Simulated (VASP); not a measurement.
Input of a VASP 6.6.1 run:

The input INCAR:

```
SYSTEM = AlAs
PREC = Accurate
ENCUT = 500
EDIFF = 1E-6
ISMEAR = 0
SIGMA = 0.01
LREAL = .False.
LASPH = .True.
NELM = 120
ALGO = Normal
ISIF = 2
LWAVE = .False.
LCHARG = .True.
LELF = .True.
LVHAR = .True.
NBANDS = 11
GGA_COMPAT = .False.
```

Contents of KPOINTS:

```
Automatic mesh
0
Gamma
  8 8 8
  0 0 0
```

Contents of POSCAR:

```
AlAs
1.0
    0.0000000000      2.8144363746      2.8144363746
    2.8144363746      0.0000000000      2.8144363746
    2.8144363746      2.8144363746      0.0000000000
Al As
1 1
Direct
    0.0000000000      0.0000000000      0.0000000000
    0.2500000000      0.2500000000      0.2500000000
```

Potentials or basis: VASP PAW LDA potentials, release 64 (Al, As).

Launch:

```console
$ cat potpaw_LDA.64/Al/POTCAR potpaw_LDA.64/As/POTCAR > POTCAR
$ mpirun -np 1 vasp_std > vasp.out
```

**Question.** What does it give for the pressure?

**Answer.** 0.4 GPa.

**Question.** Predict the band gap on the k mesh.

**Answer.** 1.31 eV, indirect (least direct gap 2.02 eV).

A k mesh can miss the band edges. LDA gaps usually lie below the measured ones, often by a third to a half.
